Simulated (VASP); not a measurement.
# MgO (P6_3/mmc) in VASP: further runs

Runs on MgO. Level: PBEsol. Tasks: single point.

Everything below comes from runs of VASP 6.6.1. Logs are shortened: lines on timing, memory, paths and dates and some standing lists are left out, and cuts for length are marked.

## (1) The cell of the first run

Symmetry: P6_3/mmc, No. 194, hexagonal system. The conventional cell has a = 3.486 Å, b = 3.486 Å, c = 4.387 Å, α = 90.00°, β = 90.00°, γ = 120.00°. Within 2.7 Å of Mg (site symmetry -6m2) lie 5 O at 2.01 to 2.19 Å. Within 2.7 Å of O (site symmetry -6m2) lie 5 Mg at 2.01 to 2.19 Å.

## (2) Single point, PBEsol (strain +0.000 along x and y, +0.050 along z)

Contents of INCAR:

```
PREC = Accurate ; ENCUT = 520
EDIFF = 1E-6 ; ISMEAR = 0
SIGMA = 0.05 ; LREAL = False
LASPH = True ; NELM = 80
ALGO = Normal ; ISIF = 2
LWAVE = False ; LCHARG = False
GGA = PS ; NBANDS = 16
```

Contents of KPOINTS:

```
regular mesh
0
Gamma
  9 9 6
```

Contents of POSCAR:

```
MgO
1.0
    3.4863778627      0.0000000000      0.0000000000
   -1.7431889314      3.0192917963      0.0000000000
    0.0000000000      0.0000000000      4.3869432810
Mg O
2 2
Direct
    0.6666666667      0.3333333333      0.7500000000
    0.3333333333      0.6666666667      0.2500000000
    0.6666666667      0.3333333333      0.2500000000
    0.3333333333      0.6666666667      0.7500000000
```

Potentials or basis: VASP PAW PBE potentials, release 64 (Mg, O).

On the command line:

```sh
> cat potpaw_PBE.64/Mg/POTCAR potpaw_PBE.64/O/POTCAR > POTCAR
> mpirun -np 1 vasp_std > vasp.out
```

OUTCAR:

```text
PREC = Accurate
   ENCUT = 520
   EDIFF = 1E-6
   ISMEAR = 0
   LREAL = False
   LASPH = True
   NELM = 80
   ISIF = 2
   GGA = PS

 ion  position               nearest neighbor table
   1  0.667  0.333  0.750-   4 2.01   4 2.01   4 2.01   3 2.19   3 2.19   2 2.98   2 2.98   2 2.98
                             2 2.98   2 2.98   2 2.98
   2  0.333  0.667  0.250-   3 2.01   3 2.01   3 2.01   4 2.19   4 2.19   1 2.98   1 2.98   1 2.98
                             1 2.98   1 2.98   1 2.98
   3  0.667  0.333  0.250-   2 2.01   2 2.01   2 2.01   1 2.19   1 2.19
   4  0.333  0.667  0.750-   1 2.01   1 2.01   1 2.01   2 2.19   2 2.19

  LATTYP: Found a hexagonal cell.
 ALAT       =     3.4863778627
 C/A-ratio  =     1.2583097569

  Lattice vectors:

 A1 = (   3.4863778627,   0.0000000000,   0.0000000000)
 A2 = (  -1.7431889314,   3.0192917963,   0.0000000000)
 A3 = (   0.0000000000,   0.0000000000,   4.3869432810)

Analysis of symmetry for initial positions (statically):
=====================================================================
 Subroutine PRICEL returns:
 Original cell was already a primitive cell.

 Routine SETGRP: Setting up the symmetry group for a
 hexagonal supercell.

 Subroutine GETGRP returns: Found 24 space group operations
 (whereof 12 operations were pure point group operations)
 out of a pool of 24 trial point group operations.

The static configuration has the point symmetry D_3d.
 The point group associated with its full space group is D_6h.

Analysis of symmetry for dynamics (positions and initial velocities):
=====================================================================
 Subroutine PRICEL returns:
 Original cell was already a primitive cell.

 Routine SETGRP: Setting up the symmetry group for a
 hexagonal supercell.

 Subroutine GETGRP returns: Found 24 space group operations
 (whereof 12 operations were pure point group operations)
 out of a pool of 24 trial point group operations.

The dynamic configuration has the point symmetry D_3d.
 The point group associated with its full space group is D_6h.

 Subroutine INISYM returns: Found 24 space group operations
 (whereof 12 operations are pure point group operations),
 and found     1 'primitive' translations

----------------------------------------------------------------------------------------

                                     Primitive cell

  volume of cell :      46.1787

  direct lattice vectors                    reciprocal lattice vectors
     3.486377863  0.000000000  0.000000000     0.286830642  0.165601748  0.000000000
    -1.743188931  3.019291796  0.000000000     0.000000000  0.331203497  0.000000000
     0.000000000  0.000000000  4.386943281     0.000000000  0.000000000  0.227949152

  length of vectors
     3.486377863  3.486377863  4.386943281     0.331203497  0.331203497  0.227949152

  position of ions in fractional coordinates (direct lattice)
     0.666666667  0.333333333  0.750000000
     0.333333333  0.666666667  0.250000000
     0.666666667  0.333333333  0.250000000
     0.333333333  0.666666667  0.750000000

  ion indices of the primitive-cell ions
   primitive index   ion index
                 1           1
                 2           2
                 3           3
                 4           4

----------------------------------------------------------------------------------------

 KPOINTS: regular mesh

Automatic generation of k-mesh.
 Grid dimensions read from file:
 generate k-points for:    9    9    6

 Generating k-lattice:

  Cartesian coordinates                     Fractional coordinates (reciprocal lattice)
     0.031870071  0.018400194  0.000000000     0.111111111  0.000000000  0.000000000
     0.000000000  0.036800389  0.000000000     0.000000000  0.111111111  0.000000000
     0.000000000  0.000000000  0.037991525     0.000000000  0.000000000  0.166666667

  Length of vectors
     0.036800389  0.036800389  0.037991525

  Shift w.r.t. Gamma in fractional coordinates (k-lattice)
     0.000000000  0.000000000  0.000000000

 Subroutine IBZKPT returns following result:
 ===========================================

 Found     48 irreducible k-points:

 Following reciprocal coordinates:
            Coordinates               Weight
  0.000000  0.000000  0.000000      1.000000
  0.111111  0.000000  0.000000      6.000000
  0.222222  0.000000  0.000000      6.000000
  0.333333  0.000000  0.000000      6.000000
  0.444444  0.000000  0.000000      6.000000
  0.111111  0.111111  0.000000      6.000000
[... 16 lines left out ...]
  0.333333  0.222222  0.166667     24.000000
  0.333333  0.333333  0.166667      4.000000
 [... further k-points ...]
   k-points           NKPTS =     48   k-points in BZ     NKDIM =     48   number of bands    NBANDS=     16
   number of dos      NEDOS =    301   number of ions     NIONS =      4
   total plane-waves  NPLWV =  28224
   dimension x,y,z NGX =    28 NGY =   28 NGZ =   36
   dimension x,y,z NGXF=    56 NGYF=   56 NGZF=   72
   ions per type =               2   2
   NGX,Y,Z   is equivalent  to a cutoff of  13.35, 13.35, 13.64 a.u.
   NGXF,Y,Z  is equivalent  to a cutoff of  26.70, 26.70, 27.28 a.u.
 SYSTEM =  unknown system
   PREC   = accura    normal or accurate (medium, high low for compatibility)
   ISTART =      0    job   : 0-new  1-cont  2-samecut
   ICHARG =      2    charge: 1-file 2-atom 10-const
   ISPIN  =      1    spin polarized calculation?
   LNONCOLLINEAR =      F non collinear calculations
   LSORBIT =      F    spin-orbit coupling
   LASPH  =      T    aspherical Exc in radial PAW
   ENCUT  =  520.0 eV  38.22 Ry    6.18 a.u.   6.48  6.48  8.16*2*pi/ulx,y,z
   NELM   =     80;   NELMIN=  2; NELMDL= -5     # of ELM steps
   EDIFF  = 0.1E-05   stopping-criterion for ELM
   LREAL  =      F    real-space projection
   EDIFFG = 0.1E-04   stopping-criterion for IOM
   NSW    =      0    number of steps for IOM
   IBRION =     -1    ionic relax: 0-MD 1-quasi-New 2-CG
   NFREE  =      0    steps in history (QN), initial steepest desc. (CG)
   ISIF   =      2    stress and relaxation
   ISYM   =      2    0-nonsym 1-usesym 2-fastsym
   POTIM  = 0.5000    time-step for ionic-motion
   TEBEG  =    0.0;   TEEND  =   0.0 temperature during run
   PSTRESS=    0.0 pullay stress
   NELECT =      16.0000    total number of electrons
   NUPDOWN=      -1.0000    fix difference up-down
   EMIN   =  10.00;   EMAX   =-10.00  energy-range for DOS
   EFERMI =   0.00;   METHOD = LEGACY
   ISMEAR =     0;   SIGMA  =   0.05  broadening in eV -4-tet -1-fermi 0-gaus
   EFERMI_NEDOS =   21; number of points for ismear=-14 and -15
   IALGO  =     38    algorithm
   IMIX   =      4    mixing-type and parameters
     AMIX     =   0.40;   BMIX     =  1.00
     AMIX_MAG =   1.60;   BMIX_MAG =  1.00
  volume/ion in A,a.u.               =      11.54        77.91
  Fermi-wavevector in a.u.,A,eV,Ry     =   1.149832  2.172867 17.988441  1.322113
  Thomas-Fermi vector in A             =   2.286499
   LORBIT       =      0    0 simple, 1 ext, 2 COOP (PROOUT), +10 PAW based schemes
   GGA     = PS    functional components
   LHFCALC =     F    Hartree Fock is set to
   AEXX    =    0.0000 exact exchange contribution
   IVDW    =     0    specifies the selected vdW correction
   LEPSILON=     F    determine dielectric tensor
   LRPA    =     F    only Hartree local field effects (RPA)
 non-spin polarized calculation
 Gauss-broadening in eV      SIGMA  =   0.05
  energy-cutoff  :      520.00
  volume of cell :       46.18
 maximum number of plane-waves:      1277
 NGX is ok and might be reduce to    28
   NGX = 13   NGY = 13   NGZ = 17

 number of electron      15.9999995 magnetization

 Free energy of the ion-electron system (eV)
  ---------------------------------------------------
  ext. energy  EPLUGINS =         0.00000000
  ---------------------------------------------------
  free energy    TOTEN  =       -24.69662871 eV

  energy without entropy =      -24.69662871  energy(sigma->0) =      -24.69662871

 E-fermi :   1.8758     XC(G=0): -10.1053

 val. band max:        1.6456255187   @ k =   0.0000   0.0000   0.0000
 cond. band min:       4.6507064799   @ k =   0.0000   0.0000   0.0000
 fundamental gap:      3.0050809612
 Fermi energy:         1.8758383786

 k-point     1 :       0.0000    0.0000    0.0000
  band No.  band energies     occupation
      1     -15.0669      2.00000
      2     -13.8414      2.00000
      3      -2.0180      2.00000
      4      -0.0100      2.00000
      5      -0.0100      2.00000
      6       0.7744      2.00000
[... 8 lines left out ...]
     15      16.7642      0.00000
     16      16.9397      0.00000

 k-point     2 :       0.1111    0.0000    0.0000
  band No.  band energies     occupation
      1     -15.0081      2.00000
      2     -13.8448      2.00000
      3      -1.9178      2.00000
      4      -0.2205      2.00000
      5      -0.1001      2.00000
      6       0.4568      2.00000
[... 8 lines left out ...]
     15      16.3009      0.00000
     16      16.3156      0.00000

 k-point     3 :       0.2222    0.0000    0.0000
  band No.  band energies     occupation
      1     -14.8473      2.00000
      2     -13.8643      2.00000
      3      -1.6306      2.00000
      4      -0.8289      2.00000
      5      -0.2893      2.00000
      6       0.0067      2.00000
[... 8 lines left out ...]
     15      15.3604      0.00000
     16      15.5708      0.00000

 k-point     4 :       0.3333    0.0000    0.0000
  band No.  band energies     occupation
      1     -14.6295      2.00000
      2     -13.9183      2.00000
      3      -1.4805      2.00000
      4      -1.2047      2.00000
      5      -0.4671      2.00000
      6      -0.3016      2.00000
[... 8 lines left out ...]
     15      15.3187      0.00000
     16      15.4528      0.00000
[... 324 lines left out ...]
 k-point    22 :       0.2222    0.2222    0.1667
  band No.  band energies     occupation
      1     -14.4707      2.00000
      2     -13.9877      2.00000
      3      -1.5615      2.00000
      4      -1.4949      2.00000
      5      -0.4616      2.00000
      6      -0.1737      2.00000
[... 8 lines left out ...]
     15      15.0034      0.00000
     16      16.7416      0.00000

 k-point    23 :       0.3333    0.2222    0.1667
  band No.  band energies     occupation
      1     -14.3050      2.00000
      2     -14.0651      2.00000
      3      -1.8193      2.00000
      4      -1.2409      2.00000
      5      -0.8537      2.00000
      6       0.0821      2.00000
[... 8 lines left out ...]
     15      14.9089      0.00000
     16      16.7871      0.00000

 k-point    24 :       0.3333    0.3333    0.1667
  band No.  band energies     occupation
      1     -14.1698      2.00000
      2     -14.1698      2.00000
      3      -1.7652      2.00000
      4      -1.1342      2.00000
      5      -1.1342      2.00000
      6       0.3189      2.00000
[... 8 lines left out ...]
     15      14.9196      0.00000
     16      17.6297      0.00000

 [... further k-points ...]
[... 5 lines left out ...]
  --------------------------------------------------------------------------------------
  -------------------------------------------------------------------------------------
  Total       -0.8268281     -0.8268281     -2.6454528      0.0000000     -0.0000000      0.0000000
  in kB      -28.6869425    -28.6869425    -91.7844356      0.0000000     -0.0000000      0.0000000
  external PRESSURE =     -49.7194402 kB  Pullay stress =       0.0000000 kB

 VOLUME and BASIS-vectors are now :
 -----------------------------------------------------------------------------
  energy-cutoff  :      520.00
  volume of cell :       46.18
      direct lattice vectors                 reciprocal lattice vectors
     3.486377863  0.000000000  0.000000000     0.286830642  0.165601748  0.000000000
    -1.743188931  3.019291796  0.000000000     0.000000000  0.331203497  0.000000000
     0.000000000  0.000000000  4.386943281     0.000000000  0.000000000  0.227949152

 POSITION                                       TOTAL-FORCE (eV/Angst)
 -----------------------------------------------------------------------------------
      1.74319      1.00643      3.29021        -0.000000      0.000000      0.000000
     -0.00000      2.01286      1.09674        -0.000000     -0.000000      0.000000
      1.74319      1.00643      1.09674         0.000000     -0.000000      0.000000
     -0.00000      2.01286      3.29021        -0.000000      0.000000      0.000000
 -----------------------------------------------------------------------------------
    total drift:                                0.000000     -0.000000      0.000000

  FREE ENERGIE OF THE ION-ELECTRON SYSTEM (eV)
  ---------------------------------------------------
  free  energy   TOTEN  =       -24.6966287121 eV

  energy  without entropy=      -24.6966287121  energy(sigma->0) =      -24.69662871
```

Run time: 54 s. Hardware: 1 thread of Intel Xeon 8259CL, shared host; peak memory 0.19 GiB.

What came out:

```yaml
Free_energy: -24.6966 eV
Pressure: -5.0 GPa
Band_gap_on_the_k_mesh: 3.01 eV, direct
```

Caveat: the cell differs from its parent crystal (strain +0.000 along x and y, +0.050 along z); the PAW data sets were made with another functional, which shifts forces and pressure a little.

## (3) Single point, PBEsol (strain +0.050 along x and y, -0.050 along z)

Contents of INCAR:

```
PREC = Accurate
ENCUT = 520
EDIFF = 1E-7
ISMEAR = 0
SIGMA = 0.05
LREAL = F
LASPH = T
NELM = 60
ALGO = Normal
ISIF = 2
LWAVE = F
LCHARG = T
GGA = PS
LELF = T
LVHAR = T
NBANDS = 16
```

KPOINTS is that of step 2.

Contents of POSCAR:

```
MgO
1.0
    3.6606967558      0.0000000000      0.0000000000
   -1.8303483779      3.1702563861      0.0000000000
    0.0000000000      0.0000000000      3.9691391590
Mg O
2 2
Direct
    0.6666666667      0.3333333333      0.7500000000
    0.3333333333      0.6666666667      0.2500000000
    0.6666666667      0.3333333333      0.2500000000
    0.3333333333      0.6666666667      0.7500000000
```

Potentials or basis: VASP PAW PBE potentials, release 64 (Mg, O).

On the command line:

```sh
> cat potpaw_PBE.64/Mg/POTCAR potpaw_PBE.64/O/POTCAR > POTCAR
> mpirun -np 1 vasp_std > vasp.out
```

It took 43 s on 1 thread of Intel Xeon 8259CL, shared host; peak memory 0.18 GiB.

It converged, with:

```yaml
Free_energy: -24.5756 eV
Pressure: -1.7 GPa
Band_gap_on_the_k_mesh: 3.23 eV, direct
```

Stress tensor (GPa, compression positive):
```
-7.66  0.00  0.00
 0.00 -7.66  0.00
 0.00  0.00 10.27
```

Levels at points of the mesh, in eV from the valence-band top:
```tsv
k point	band 5	band 6	band 7	band 8	band 9	band 10	band 11	band 12
(0.00, 0.00, 0.00)	-1.66	-0.48	-0.48	0.00	3.23	9.66	11.71	11.71
(0.00, 0.00, 0.50)	-1.09	-1.09	-1.09	-1.09	6.37	6.37	12.05	12.05
```

Caveat: the cell differs from its parent crystal (strain +0.050 along x and y, -0.050 along z); the PAW data sets were made with another functional, which shifts forces and pressure a little.

## (4) Single point, PBEsol (strain +0.025 along x and y, +0.000 along z)

Contents of INCAR:

```
SYSTEM = MgO
PREC = Accurate ; ENCUT = 520
EDIFF = 1E-6 ; ISMEAR = 0
SIGMA = 0.05 ; LREAL = .False.
LASPH = .True. ; NELM = 60
ALGO = Normal ; ISIF = 2
LWAVE = .False. ; LCHARG = .False.
GGA = PS ; NBANDS = 16
```

Contents of KPOINTS:

```
regular mesh
0
Gamma
  9 9 6
  0 0 0
```

Contents of POSCAR:

```
MgO
1.0
    3.5735373093      0.0000000000      0.0000000000
   -1.7867686547      3.0947740912      0.0000000000
    0.0000000000      0.0000000000      4.1780412200
Mg O
2 2
Direct
    0.6666666667      0.3333333333      0.7500000000
    0.3333333333      0.6666666667      0.2500000000
    0.6666666667      0.3333333333      0.2500000000
    0.3333333333      0.6666666667      0.7500000000
```

On the command line:

```sh
> cat potpaw_PBE.64/Mg/POTCAR potpaw_PBE.64/O/POTCAR > POTCAR
> mpirun -np 1 vasp_std > vasp.out
```

It took 48 s on 1 thread of Intel Xeon 8259CL, shared host; peak memory 0.18 GiB.

Results (log left out):

- Free energy: -24.7195 eV
- Pressure: -5.0 GPa
- Band gap on the k mesh: 3.11 eV, direct

Stress tensor (GPa, compression positive):
```
-6.17  0.00  0.00
 0.00 -6.17  0.00
 0.00  0.00 -2.76
```

Levels at points of the mesh, in eV from the valence-band top:
```csv
k point,band 6,band 7,band 8,band 9,band 10,band 11
"(0.00, 0.00, 0.00)",-0.68,-0.68,0.00,3.11,9.13,11.97
"(0.00, 0.00, 0.50)",-1.19,-1.19,-1.19,6.15,6.15,12.32
```

Caveat: the cell differs from its parent crystal (strain +0.025 along x and y, +0.000 along z); the PAW data sets were made with another functional, which shifts forces and pressure a little.

## (5) Single point, PBEsol (strain +0.050 along x and y, -0.025 along z)

Contents of INCAR:

```
SYSTEM = MgO
  ALGO = Normal
  EDIFF = 1E-6
  ENCUT = 520
  GGA = PS
  ISIF = 2
  ISMEAR = 0
  LASPH = .True.
  LCHARG = .False.
  LREAL = .False.
  LWAVE = .False.
  NBANDS = 16
  NELM = 80
  PREC = Accurate
  SIGMA = 0.05
```

Contents of KPOINTS:

```
k-points
0
Gamma
  9 9 6
  0 0 0
```

Contents of POSCAR:

```
MgO
1.0
    3.6606967558      0.0000000000      0.0000000000
   -1.8303483779      3.1702563861      0.0000000000
    0.0000000000      0.0000000000      4.0735901895
Mg O
2 2
Direct
    0.6666666667      0.3333333333      0.7500000000
    0.3333333333      0.6666666667      0.2500000000
    0.6666666667      0.3333333333      0.2500000000
    0.3333333333      0.6666666667      0.7500000000
```

On the command line:

```sh
> cat potpaw_PBE.64/Mg/POTCAR potpaw_PBE.64/O/POTCAR > POTCAR
> mpirun -np 1 vasp_std > vasp.out
```

It took 57 s on 1 thread of Intel Xeon 8259CL, shared host; peak memory 0.18 GiB.

It converged, with:

```yaml
Free_energy: -24.6172 eV
Pressure: -6.0 GPa
Band_gap_on_the_k_mesh: 3.08 eV, direct
```

Stress tensor (GPa, compression positive):
```
-9.42  0.00  0.00
 0.00 -9.42  0.00
 0.00  0.00  0.86
```

Levels at points of the mesh, in eV from the valence-band top:
```tsv
k point	band 4	band 5	band 6	band 7	band 8	band 9	band 10	band 11	band 12	band 13
(0.00, 0.00, 0.00)	-1.60	-1.60	-0.51	-0.51	0.00	3.08	9.26	11.64	11.64	12.35
(0.00, 0.00, 0.50)	-2.28	-1.08	-1.08	-1.08	-1.08	6.17	6.17	11.99	11.99	11.99
```

Caveat: the cell differs from its parent crystal (strain +0.050 along x and y, -0.025 along z); the PAW data sets were made with another functional, which shifts forces and pressure a little.

## (6) The runs side by side

| cell | gap on the mesh (eV) | pressure (GPa) |
| --- | --- | --- |
| a = 3.486, b = 3.486, c = 4.387 Å, angles 90.0, 90.0, 120.0°, 4 atoms | 3.01 | -5.0 |
| a = 3.661, b = 3.661, c = 3.969 Å, angles 90.0, 90.0, 120.0°, 4 atoms | 3.23 | -1.7 |
| a = 3.574, b = 3.574, c = 4.178 Å, angles 90.0, 90.0, 120.0°, 4 atoms | 3.11 | -5.0 |
| a = 3.661, b = 3.661, c = 4.074 Å, angles 90.0, 90.0, 120.0°, 4 atoms | 3.08 | -6.0 |

Alike in all rows: task single point; level PBEsol; potentials or basis VASP PAW PBE potentials, release 64 (Mg, O); no spin polarisation; k mesh 9 × 9 × 6; cutoff (eV) 520; smearing gaussian 0.05 eV.

Caveats: the PAW data sets were made with another functional, which shifts forces and pressure a little.

Total energies depend on the potentials used, so only differences within one code and one set of settings carry meaning.
